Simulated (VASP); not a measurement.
Here is a VASP 6.6.1 calculation.

INCAR

```
ALGO = Normal
EDIFF = 1E-6
ENCUT = 520
GGA = PE
GGA_COMPAT = False
ISIF = 2
ISMEAR = -1
LASPH = True
LCHARG = False
LREAL = Auto
LWAVE = False
NBANDS = 89
NELM = 120
PREC = Accurate
SIGMA = 0.01
```

KPOINTS

```
k-points
0
Gamma
  1 1 1
```

File POSCAR:

```
Si16C16O
1.0
    6.1879230300      0.0000000600      0.0000000000
   -3.0939615600      5.3588985100      0.0000000000
    0.0000000000      0.0000000000     10.1287833600
Si C O
16 16 1
Direct
    0.3283724876      0.1493530767      0.9388478025
    0.1591215841      0.3320423007      0.4392912596
   -0.0072529374     -0.0009423578      0.6886357178
   -0.0055699449     -0.0026233002      0.1868772322
    0.2948646877      0.6972953444      0.9193527662
    0.1595131763      0.8323824350      0.4362208019
   -0.0172816014      0.5010219910      0.6812656323
   -0.0002622379      0.4973647094      0.1876956918
    0.8286991580      0.1632391337      0.9329491672
    0.6598523085      0.3320620753      0.4370331404
    0.4908804718      0.0092472306      0.6812729382
    0.4945327119     -0.0078167238      0.1877052685
    0.8423786898      0.6633012256      0.9388108781
    0.6597975432      0.8327435110      0.4392711189
    0.4855733468      0.5063480799      0.6956387307
    0.5009509359      0.4908547839      0.1986745030
    0.3269939419      0.1711984242      0.7513308094
    0.1645443430      0.3303285156      0.2489848889
   -0.0058197327     -0.0023607463      0.4997014765
   -0.0076200535     -0.0007884082     -0.0023699786
    0.3091801689      0.6828388287      0.7339277321
    0.1609341168      0.8309450127      0.2454153586
   -0.0105657163      0.4983824560      0.4947944706
    0.0020927992      0.4951386922     -0.0020820862
    0.8255291279      0.1663393977      0.7432285530
    0.6673178000      0.3246036395      0.2501914504
    0.4935073094      0.0025337241      0.4948039485
    0.4968535915     -0.0100001949     -0.0020105080
    0.8207147733      0.6647483516      0.7512516291
    0.6614639167      0.8272862328      0.2490201350
    0.4915453914      0.5003061666      0.5016061475
    0.5382073737      0.4535120348      0.0180442205
    0.4449314819      0.5474572746      0.9231784971
```

Potentials or basis: VASP PAW PBE potentials, release 64 (Si, C, O).

Launch:

```sh
$ cat potpaw_PBE.64/Si/POTCAR potpaw_PBE.64/C/POTCAR potpaw_PBE.64/O/POTCAR > POTCAR
$ mpirun -np 1 vasp_gam > vasp.out
```

Task: Predict the pressure.

Result: 9.3 GPa.

Task: What does it give for the band gap on the k mesh?

Result: 1.53 eV.

Task: Estimate the largest force.

Result: 0.161 eV/Å.

Stress tensor (GPa, compression positive):
```
18.55 -4.72  2.67
-4.72 13.10 -1.55
 2.67 -1.55 -3.70
```

Caveat: the k points lie up to 1.17 Å⁻¹ apart.
